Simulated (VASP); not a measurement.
Wanted: the native input for a VASP 6.6.1 run.

| Property | Result |
| --- | --- |
| Task | single point |
| Functional | PBEsol |
| Potentials or basis | VASP PAW PBE potentials, release 64 (Al, Cu) |
| Cutoff | 520 eV |
| k mesh | 10 × 10 × 14 |
| Occupations | gaussian, width 0.15 eV |
| Spin | no spin polarisation |
| Dipole correction | no |
| Further INCAR settings | ALGO = Fast; EDIFF = 1e-07; NBANDS = 16 |

The structure of Al2Cu lies in POSCAR:

```
Al2Cu
1.0
    3.9888416403      0.0000000000      0.0000000000
    0.0000000000      3.9888416403      0.0000000000
    0.0000000000      0.0000000000      2.9787976485
Al Cu
2 1
Direct
    0.5074638706      0.0000000000      0.5000000000
   -0.1089562558      0.5000000000      0.5000000000
    0.0430935180      0.0000000000      0.0000000000
```

This cell differs from its parent crystal: mode 4 frozen in at -0.445 Å, strain +e along z and -e/2 along x and y +0.0467.

These files were run (other wordings do the same):

INCAR

```
  PREC = Accurate
  ENCUT = 520
  EDIFF = 1E-7
  ISMEAR = 0
  SIGMA = 0.15
  LREAL = F
  LASPH = T
  NELM = 80
  ALGO = Fast
  ISIF = 2
  LWAVE = F
  LCHARG = T
  GGA = PS
  LELF = T
  LVHAR = T
  NBANDS = 16
```

KPOINTS

```
Automatic mesh
0
Gamma
  10 10 14
```

Potentials or basis: VASP PAW PBE potentials, release 64 (Al, Cu).

Command:

```console
$ cat potpaw_PBE.64/Al/POTCAR potpaw_PBE.64/Cu/POTCAR > POTCAR
$ mpirun -np 1 vasp_std > vasp.out
```

It gave:

| Quantity | Value |
| --- | --- |
| Pressure | 4.3 GPa |
| Largest force | 1.601 eV/Å |

Caveat: the cell differs from its parent crystal (mode 4 frozen in at -0.445 Å, strain +e along z and -e/2 along x and y +0.0467); the PAW data sets were made with another functional, which shifts forces and pressure a little.

It took 120 s on 1 thread of Intel(R) Xeon(R) 6975P-C (Granite Rapids), on a shared host, peak memory 0.32 GiB.
